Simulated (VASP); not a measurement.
# BiTe5 (F-43m) in VASP: a series of runs, part 2 of 2

VASP 6.6.1.

**3. Single point, PBE**

Input file INCAR:

```
SYSTEM = BiTe5
  PREC = Accurate
  ENCUT = 520
  EDIFF = 1E-6
  ISMEAR = 0
  SIGMA = 0.1
  LREAL = .False.
  LASPH = .True.
  NELM = 100
  ALGO = Fast
  ISIF = 2
  LWAVE = .False.
  LCHARG = .False.
  GGA = PE
  NBANDS = 32
```

Input file KPOINTS:

```
Automatic mesh
0
Gamma
  8 8 8
  0 0 0
```

Input file POSCAR:

```
BiTe5
1.0
    0.0000000000      4.5013807771      4.5013807771
    4.5013807771      0.0000000000      4.5013807771
    4.5013807771      4.5013807771      0.0000000000
Bi Te
1 5
Direct
    0.0000000000      0.0000000000      0.0000000000
    0.2500000000      0.2500000000      0.2500000000
    0.1261837944      0.6246054019      0.6246054019
    0.6246054019      0.6246054019      0.6246054019
    0.6246054019      0.1261837944      0.6246054019
    0.6246054019      0.6246054019      0.1261837944
```

Potentials or basis: VASP PAW PBE potentials, release 64 (Bi_d, Te).

Command:

```console
> cat potpaw_PBE.64/Bi_d/POTCAR potpaw_PBE.64/Te/POTCAR > POTCAR
> mpirun -np 1 vasp_std > vasp.out
```

OUTCAR:

```text
SYSTEM = BiTe5
   PREC = Accurate
   ENCUT = 520
   EDIFF = 1E-6
   ISMEAR = 0
   LREAL = .False.
   LASPH = .True.
   NELM = 100
   ISIF = 2
   GGA = PE

 ion  position               nearest neighbor table
   1  0.000  0.000  0.000-   3 3.73   5 3.73   6 3.73   4 3.73   4 3.73   4 3.73   6 3.73   3 3.73
                             5 3.73   6 3.73   5 3.73   3 3.73
   2  0.250  0.250  0.250-
   3  0.126  0.625  0.625-   4 3.17   5 3.17   6 3.17   5 3.19   6 3.19   4 3.19   1 3.73   1 3.73
                             1 3.73
   4  0.625  0.625  0.625-   3 3.17   5 3.17   6 3.17   3 3.19   5 3.19   6 3.19   1 3.73   1 3.73
                             1 3.73
   5  0.625  0.126  0.625-   3 3.17   4 3.17   6 3.17   3 3.19   6 3.19   4 3.19   1 3.73   1 3.73
                             1 3.73
   6  0.625  0.625  0.126-   3 3.17   4 3.17   5 3.17   5 3.19   3 3.19   4 3.19   1 3.73   1 3.73
                             1 3.73

  LATTYP: Found a face centered cubic cell.
 ALAT       =     9.0027615542

  Lattice vectors:

 A1 = (   0.0000000000,   4.5013807771,   4.5013807771)
 A2 = (   4.5013807771,   0.0000000000,   4.5013807771)
 A3 = (   4.5013807771,   4.5013807771,   0.0000000000)

Analysis of symmetry for initial positions (statically):
=====================================================================
 Subroutine PRICEL returns:
 Original cell was already a primitive cell.

 Routine SETGRP: Setting up the symmetry group for a
 face centered cubic supercell.

 Subroutine GETGRP returns: Found 24 space group operations
 (whereof 24 operations were pure point group operations)
 out of a pool of 48 trial point group operations.

The static configuration has the point symmetry T_d .

Analysis of symmetry for dynamics (positions and initial velocities):
=====================================================================
 Subroutine PRICEL returns:
 Original cell was already a primitive cell.
[... 132 lines left out ...]
   EFERMI_NEDOS =   21; number of points for ismear=-14 and -15
   IALGO  =     68    algorithm
   IMIX   =      4    mixing-type and parameters
     AMIX     =   0.40;   BMIX     =  1.00
     AMIX_MAG =   1.60;   BMIX_MAG =  1.00
  volume/ion in A,a.u.               =      30.40       205.17
  Fermi-wavevector in a.u.,A,eV,Ry     =   1.026731  1.940240 14.342937  1.054176
  Thomas-Fermi vector in A             =   2.160639
   LORBIT       =      0    0 simple, 1 ext, 2 COOP (PROOUT), +10 PAW based schemes
   GGA     = PE    functional components
   LHFCALC =     F    Hartree Fock is set to
   AEXX    =    0.0000 exact exchange contribution
   IVDW    =     0    specifies the selected vdW correction
   LEPSILON=     F    determine dielectric tensor
   LRPA    =     F    only Hartree local field effects (RPA)
 non-spin polarized calculation
 RMM-DIIS sequential band-by-band and
 Gauss-broadening in eV      SIGMA  =   0.10
  energy-cutoff  :      520.00
  volume of cell :      182.42
 maximum number of plane-waves:      4957
   NGX = 23   NGY = 23   NGZ = 23

 number of electron      45.0000003 magnetization

 Free energy of the ion-electron system (eV)
  ---------------------------------------------------
  ext. energy  EPLUGINS =         0.00000000
  ---------------------------------------------------
  free energy    TOTEN  =       -16.67721240 eV

  energy without entropy =      -16.64102248  energy(sigma->0) =      -16.65911744

 E-fermi :   7.2717     XC(G=0):  -9.8638

 val. band max:        7.2613275212   @ k =  -0.2500   0.3750   0.1250
 cond. band min:       7.2768465876   @ k =   0.5000   0.2500   0.1250
 fundamental gap:      0.0155190665
 Fermi energy:         7.2716602469

 k-point     1 :       0.0000    0.0000    0.0000
  band No.  band energies     occupation
      1     -16.1204      2.00000
      2     -16.1204      2.00000
      3     -16.1175      2.00000
      4     -16.1175      2.00000
      5     -16.1175      2.00000
      6      -6.6887      2.00000
[... 829 lines left out ...]
     31      12.8639      0.00000
     32      13.1757      0.00000

 [... further k-points ...]
[... 5 lines left out ...]
  --------------------------------------------------------------------------------------
  -------------------------------------------------------------------------------------
  Total       -0.0928693     -0.0928693     -0.0928693      0.0000000      0.0000000     -0.0000000
  in kB       -0.8156718     -0.8156718     -0.8156718      0.0000000      0.0000000     -0.0000000
  external PRESSURE =      -0.8156718 kB  Pullay stress =       0.0000000 kB

 VOLUME and BASIS-vectors are now :
 -----------------------------------------------------------------------------
  energy-cutoff  :      520.00
  volume of cell :      182.42
      direct lattice vectors                 reciprocal lattice vectors
     0.000000000  4.501380777  4.501380777    -0.111077028  0.111077028  0.111077028
     4.501380777  0.000000000  4.501380777     0.111077028 -0.111077028  0.111077028
     4.501380777  4.501380777  0.000000000     0.111077028  0.111077028 -0.111077028

 POSITION                                       TOTAL-FORCE (eV/Angst)
 -----------------------------------------------------------------------------------
      0.00000      0.00000      0.00000         0.000000     -0.000000      0.000000
      2.25069      2.25069      2.25069         0.000000     -0.000000      0.000000
      5.62317      3.37959      3.37959        -0.002008      0.002008      0.002008
      5.62317      5.62317      5.62317        -0.002008     -0.002008     -0.002008
      3.37959      5.62317      3.37959         0.002008     -0.002008      0.002008
      3.37959      3.37959      5.62317         0.002008      0.002008     -0.002008
 -----------------------------------------------------------------------------------
    total drift:                               -0.000000     -0.000000     -0.000000

  FREE ENERGIE OF THE ION-ELECTRON SYSTEM (eV)
  ---------------------------------------------------
  free  energy   TOTEN  =       -16.6772124038 eV

  energy  without entropy=      -16.6410224828  energy(sigma->0) =      -16.65911744
```

OSZICAR:

```text
N       E                     dE             d eps       ncg     rms          rms(c)
DAV:   1     0.315611764001E+03    0.31561E+03   -0.18054E+04  1856   0.122E+03
DAV:   2     0.118036513363E+02   -0.30381E+03   -0.29306E+03  2112   0.279E+02
DAV:   3    -0.160976256958E+02   -0.27901E+02   -0.26525E+02  2288   0.901E+01
DAV:   4    -0.170898774785E+02   -0.99225E+00   -0.98729E+00  2264   0.193E+01
DAV:   5    -0.171255501153E+02   -0.35673E-01   -0.35668E-01  2672   0.359E+00    0.151E+01
RMM:   6    -0.168149201383E+02    0.31063E+00   -0.87728E-01  2030   0.334E+00    0.101E+01
RMM:   7    -0.167123548051E+02    0.10257E+00   -0.19149E-01  2122   0.218E+00    0.628E+00
RMM:   8    -0.166768452533E+02    0.35510E-01   -0.52331E-02  2318   0.113E+00    0.377E-01
RMM:   9    -0.166771443185E+02   -0.29907E-03   -0.76034E-03  2720   0.615E-01    0.310E-01
RMM:  10    -0.166772837693E+02   -0.13945E-03   -0.20927E-03  2912   0.274E-01    0.269E-01
RMM:  11    -0.166772280036E+02    0.55766E-04   -0.85860E-04  2109   0.184E-01    0.363E-01
RMM:  12    -0.166772112732E+02    0.16730E-04   -0.19006E-04  2373   0.102E-01    0.126E-02
RMM:  13    -0.166772132946E+02   -0.20214E-05   -0.64606E-05  3295   0.454E-02    0.153E-02
RMM:  14    -0.166772124038E+02    0.89085E-06   -0.55344E-06  1883   0.152E-02
   1 F= -.16677212E+02 E0= -.16659117E+02  d E =-.361899E-01
```

Wall time 6.8 min (1 thread of Oxide Virtual Turin-like, shared host); peak memory 0.35 GiB.

What came out:

| Property | Result |
| --- | --- |
| Free energy | -16.6772 eV |
| Pressure | -0.1 GPa |
| Largest force | 0.003 eV/Å |
| Band gap on the k mesh | zero (an odd number of electrons rules out a gap without spin polarisation) |

Forces in eV/Å, atoms in the order of the input:
```
Bi   0.000  0.000  0.000
Te   0.000  0.000  0.000
Te  -0.002  0.002  0.002
Te  -0.002 -0.002 -0.002
Te   0.002 -0.002  0.002
Te   0.002  0.002 -0.002
```

Caveat: spin-orbit coupling is left out, which moves the levels of the heavy elements; an odd number of electrons without spin polarisation forces a metal; a magnetic or distorted state may lie lower.

**4. Relaxation of cell and atoms, PBE**

Input file INCAR:

```
  PREC = Accurate
  ENCUT = 600
  EDIFF = 1E-7
  ISMEAR = 0
  SIGMA = 0.1
  LREAL = F
  LASPH = T
  NELM = 100
  ALGO = Fast
  ISIF = 3
  LWAVE = F
  LCHARG = F
  GGA = PE
  IBRION = 2
  NSW = 100
  EDIFFG = -0.01
```

Input file KPOINTS:

```
regular mesh
0
Gamma
  8 8 8
```

POSCAR is that of step 3.

Potentials or basis: VASP PAW PBE potentials, release 64 (Bi_d, Te).

Command:

```console
> cat potpaw_PBE.64/Bi_d/POTCAR potpaw_PBE.64/Te/POTCAR > POTCAR
> mpirun -np 1 vasp_std > vasp.out
```

OUTCAR:

```text
PREC = Accurate
   ENCUT = 600
   EDIFF = 1E-7
   ISMEAR = 0
   LREAL = F
   LASPH = T
   NELM = 100
   ISIF = 3
   GGA = PE
   IBRION = 2
   NSW = 100
   EDIFFG = -0.01

 ion  position               nearest neighbor table
   1  0.000  0.000  0.000-   3 3.73   5 3.73   6 3.73   4 3.73   4 3.73   4 3.73   6 3.73   3 3.73
                             5 3.73   6 3.73   5 3.73   3 3.73
   2  0.250  0.250  0.250-
   3  0.126  0.625  0.625-   4 3.17   5 3.17   6 3.17   5 3.19   6 3.19   4 3.19   1 3.73   1 3.73
                             1 3.73
   4  0.625  0.625  0.625-   3 3.17   5 3.17   6 3.17   3 3.19   5 3.19   6 3.19   1 3.73   1 3.73
                             1 3.73
   5  0.625  0.126  0.625-   3 3.17   4 3.17   6 3.17   3 3.19   6 3.19   4 3.19   1 3.73   1 3.73
                             1 3.73
   6  0.625  0.625  0.126-   3 3.17   4 3.17   5 3.17   5 3.19   3 3.19   4 3.19   1 3.73   1 3.73
                             1 3.73

  LATTYP: Found a face centered cubic cell.
 ALAT       =     9.0027615542

  Lattice vectors:

 A1 = (   0.0000000000,   4.5013807771,   4.5013807771)
 A2 = (   4.5013807771,   0.0000000000,   4.5013807771)
 A3 = (   4.5013807771,   4.5013807771,   0.0000000000)

Analysis of symmetry for initial positions (statically):
=====================================================================
 Subroutine PRICEL returns:
 Original cell was already a primitive cell.

 Routine SETGRP: Setting up the symmetry group for a
 face centered cubic supercell.

 Subroutine GETGRP returns: Found 24 space group operations
 (whereof 24 operations were pure point group operations)
 out of a pool of 48 trial point group operations.

The static configuration has the point symmetry T_d .

Analysis of symmetry for dynamics (positions and initial velocities):
=====================================================================
 Subroutine PRICEL returns:
 Original cell was already a primitive cell.

 Routine SETGRP: Setting up the symmetry group for a
 face centered cubic supercell.

 Subroutine GETGRP returns: Found 24 space group operations
 (whereof 24 operations were pure point group operations)
 out of a pool of 48 trial point group operations.

The dynamic configuration has the point symmetry T_d .

 Subroutine INISYM returns: Found 24 space group operations
 (whereof 24 operations are pure point group operations),
 and found     1 'primitive' translations

----------------------------------------------------------------------------------------

                                     Primitive cell

  volume of cell :     182.4178

  direct lattice vectors                    reciprocal lattice vectors
     0.000000000  4.501380777  4.501380777    -0.111077028  0.111077028  0.111077028
     4.501380777  0.000000000  4.501380777     0.111077028 -0.111077028  0.111077028
     4.501380777  4.501380777  0.000000000     0.111077028  0.111077028 -0.111077028

  length of vectors
     6.365913744  6.365913744  6.365913744     0.192391057  0.192391057  0.192391057
[... 129 lines left out ...]

--------------------------------------- Ionic step        1  -------------------------------------------

 number of electron      44.9999998 magnetization

 Free energy of the ion-electron system (eV)
  ---------------------------------------------------
  ext. energy  EPLUGINS =         0.00000000
  ---------------------------------------------------
  free energy    TOTEN  =       -16.67709092 eV

  energy without entropy =      -16.64090106  energy(sigma->0) =      -16.65899599

------------------------ aborting loop because EDIFF is reached ----------------------------------------

  FORCE on cell =-STRESS in cart. coord.  units (eV):
  Direction    XX          YY          ZZ          XY          YZ          ZX
  --------------------------------------------------------------------------------------
  -------------------------------------------------------------------------------------
  Total       -0.0865509     -0.0865509     -0.0865509      0.0000000     -0.0000000      0.0000000
  in kB       -0.7601774     -0.7601774     -0.7601774      0.0000000     -0.0000000      0.0000000
  external PRESSURE =      -0.7601774 kB  Pullay stress =       0.0000000 kB

 VOLUME and BASIS-vectors are now :
 -----------------------------------------------------------------------------
  energy-cutoff  :      600.00
  volume of cell :      182.42
      direct lattice vectors                 reciprocal lattice vectors
     0.000000000  4.501380777  4.501380777    -0.111077028  0.111077028  0.111077028
     4.501380777  0.000000000  4.501380777     0.111077028 -0.111077028  0.111077028
     4.501380777  4.501380777  0.000000000     0.111077028  0.111077028 -0.111077028

 POSITION                                       TOTAL-FORCE (eV/Angst)
 -----------------------------------------------------------------------------------
      0.00000      0.00000      0.00000         0.000000      0.000000      0.000000
      2.25069      2.25069      2.25069         0.000000      0.000000      0.000000
      5.62317      3.37959      3.37959        -0.002067      0.002067      0.002067
      5.62317      5.62317      5.62317        -0.002067     -0.002067     -0.002067
      3.37959      5.62317      3.37959         0.002067     -0.002067      0.002067
      3.37959      3.37959      5.62317         0.002067      0.002067     -0.002067
 -----------------------------------------------------------------------------------
    total drift:                               -0.000000     -0.000000     -0.000000

  FREE ENERGIE OF THE ION-ELECTRON SYSTEM (eV)
  ---------------------------------------------------
  free  energy   TOTEN  =       -16.6770909156 eV

  energy  without entropy=      -16.6409010594  energy(sigma->0) =      -16.65899599

--------------------------------------- Ionic step        2  -------------------------------------------

 number of electron      44.9999998 magnetization

 Free energy of the ion-electron system (eV)
  ---------------------------------------------------
  ext. energy  EPLUGINS =         0.00000000
  ---------------------------------------------------
  free energy    TOTEN  =       -16.67715955 eV

  energy without entropy =      -16.64108426  energy(sigma->0) =      -16.65912190

 E-fermi :   7.2987     XC(G=0):  -9.8731

 val. band max:        7.2880260084   @ k =  -0.2500   0.3750   0.1250
 cond. band min:       7.3043983974   @ k =   0.5000   0.2500   0.1250
 fundamental gap:      0.0163723891
 Fermi energy:         7.2987103014

 k-point     1 :       0.0000    0.0000    0.0000
  band No.  band energies     occupation
      1     -16.0921      2.00000
      2     -16.0921      2.00000
      3     -16.0893      2.00000
      4     -16.0893      2.00000
      5     -16.0893      2.00000
      6      -6.6777      2.00000
[... 709 lines left out ...]
     26       8.2934      0.00000
     27       8.5281      0.00000

 [... further k-points ...]
[... 5 lines left out ...]
  --------------------------------------------------------------------------------------
  -------------------------------------------------------------------------------------
  Total        0.0275964      0.0275964      0.0275964     -0.0000000     -0.0000000      0.0000000
  in kB        0.2428863      0.2428863      0.2428863     -0.0000000     -0.0000000      0.0000000
  external PRESSURE =       0.2428863 kB  Pullay stress =       0.0000000 kB

 VOLUME and BASIS-vectors are now :
 -----------------------------------------------------------------------------
  energy-cutoff  :      600.00
  volume of cell :      182.04
      direct lattice vectors                 reciprocal lattice vectors
    -0.000000000  4.498248232  4.498248232    -0.111154381  0.111154381  0.111154381
     4.498248232 -0.000000000  4.498248232     0.111154381 -0.111154381  0.111154381
     4.498248232  4.498248232 -0.000000000     0.111154381  0.111154381 -0.111154381

 POSITION                                       TOTAL-FORCE (eV/Angst)
 -----------------------------------------------------------------------------------
      4.49825     -0.00000      4.49825        -0.000000     -0.000000     -0.000000
      2.24912      2.24912      2.24912        -0.000000     -0.000000     -0.000000
      5.61916      3.37734      3.37734        -0.001104      0.001104      0.001104
      5.61916      5.61916      5.61916        -0.001104     -0.001104     -0.001104
      3.37734      5.61916      3.37734         0.001104     -0.001104      0.001104
      3.37734      3.37734      5.61916         0.001104      0.001104     -0.001104
 -----------------------------------------------------------------------------------
    total drift:                               -0.000000     -0.000000     -0.000000

  FREE ENERGIE OF THE ION-ELECTRON SYSTEM (eV)
  ---------------------------------------------------
  free  energy   TOTEN  =       -16.6771595530 eV

  energy  without entropy=      -16.6410842556  energy(sigma->0) =      -16.65912190

 reached required accuracy - stopping structural energy minimisation
```

CONTCAR:

```text
BiTe5
   1.00000000000000
    -0.0000000000000000    4.4982482322861452    4.4982482322861452
     4.4982482322861452   -0.0000000000000000    4.4982482322861452
     4.4982482322861452    4.4982482322861452   -0.0000000000000000
  Bi              Te
     1     5
Direct
     0.0000000000000000    1.0000000000000000    0.0000000000000000
     0.2500000000000000    0.2500000000000000    0.2500000000000000
     0.1262170167502297    0.6245943277832550    0.6245943277832550
     0.6245943277832550    0.6245943277832550    0.6245943277832550
     0.6245943277832550    0.1262170167502297    0.6245943277832550
     0.6245943277832550    0.6245943277832550    0.1262170167502297

  0.00000000E+00  0.00000000E+00  0.00000000E+00
  0.00000000E+00  0.00000000E+00  0.00000000E+00
  0.00000000E+00  0.00000000E+00  0.00000000E+00
  0.00000000E+00  0.00000000E+00  0.00000000E+00
  0.00000000E+00  0.00000000E+00  0.00000000E+00
  0.00000000E+00  0.00000000E+00  0.00000000E+00
```

Wall time 18 min (1 thread of Oxide Virtual Turin-like, shared host); peak memory 0.45 GiB.

What came out:

| Property | Result |
| --- | --- |
| Free energy | -16.6772 eV |
| Relaxed volume | 30.34 Å³/atom |
| Relaxed cell | a = 6.361 Å, b = 6.361 Å, c = 6.361 Å, α = 60.00°, β = 60.00°, γ = 60.00° |
| Space group after relaxing (to 0.1 Å) | F-43m (No. 216) |
| Energy gained by relaxing | 0.0 meV/atom |
| Ionic steps | 2 |
| Pressure after relaxing | 0.0 GPa |
| Band gap on the k mesh | zero (an odd number of electrons rules out a gap without spin polarisation) |

Final structure:
```
Bi Te
1.0
     0.00000    4.49825    4.49825
     4.49825    0.00000    4.49825
     4.49825    4.49825    0.00000
Bi Te
1 5
Direct
  0.00000 0.00000 0.00000
  0.25000 0.25000 0.25000
  0.12622 0.62459 0.62459
  0.62459 0.62459 0.62459
  0.62459 0.12622 0.62459
  0.62459 0.62459 0.12622
```

Caveat: spin-orbit coupling is left out, which moves the levels of the heavy elements; an odd number of electrons without spin polarisation forces a metal; a magnetic or distorted state may lie lower.
